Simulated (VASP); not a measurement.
Here is a VASP 6.6.1 calculation.

Contents of INCAR:

```
ALGO = Normal
EDIFF = 1E-7
EDIFFG = -0.02
ENCUT = 500
GGA_COMPAT = F
IBRION = 2
ISIF = 3
ISMEAR = -1
LASPH = T
LCHARG = F
LREAL = F
LWAVE = F
NELM = 120
NELMIN = 4
NSW = 80
PREC = Accurate
PSTRESS = 300.0
SIGMA = 0.1
```

KPOINTS

```
k-points
0
Gamma
  9 9 9
```

POSCAR

```
Tc
1.0
    0.0000000000      1.9250000000      1.9250000000
    1.9250000000      0.0000000000      1.9250000000
    1.9250000000      1.9250000000      0.0000000000
Tc
1
Direct
    0.0000000000      0.0000000000      0.0000000000
```

Potentials or basis: VASP PAW LDA potentials, release 64 (Tc_pv).

Launch:

```console
$ cat potpaw_LDA.64/Tc_pv/POTCAR > POTCAR
$ mpirun -np 1 vasp_std > vasp.out
```

Question: What does it give for the relaxed volume?

Answer: 12.84 Å³/atom.

Question: Estimate the space group after relaxing (to 0.1 Å).

Answer: Fm-3m (No. 225).

Question: What does it give for the relaxed cell?

Answer: a = 2.629 Å, b = 2.629 Å, c = 2.629 Å, α = 60.00°, β = 60.00°, γ = 60.00°.

Final structure:
```cif
data_structure
_symmetry_space_group_name_H-M 'P 1'
_symmetry_Int_Tables_number 1
_cell_length_a 2.6286
_cell_length_b 2.6286
_cell_length_c 2.6286
_cell_angle_alpha 60.000
_cell_angle_beta 60.000
_cell_angle_gamma 60.000
_cell_volume 12.84
loop_
_atom_site_label
_atom_site_type_symbol
_atom_site_fract_x
_atom_site_fract_y
_atom_site_fract_z
_atom_site_occupancy
Tc1 Tc 0.00000 0.00000 0.00000 1
```

Caveat: the cell is relaxed towards a set pressure, so the run minimises the enthalpy, not the energy.
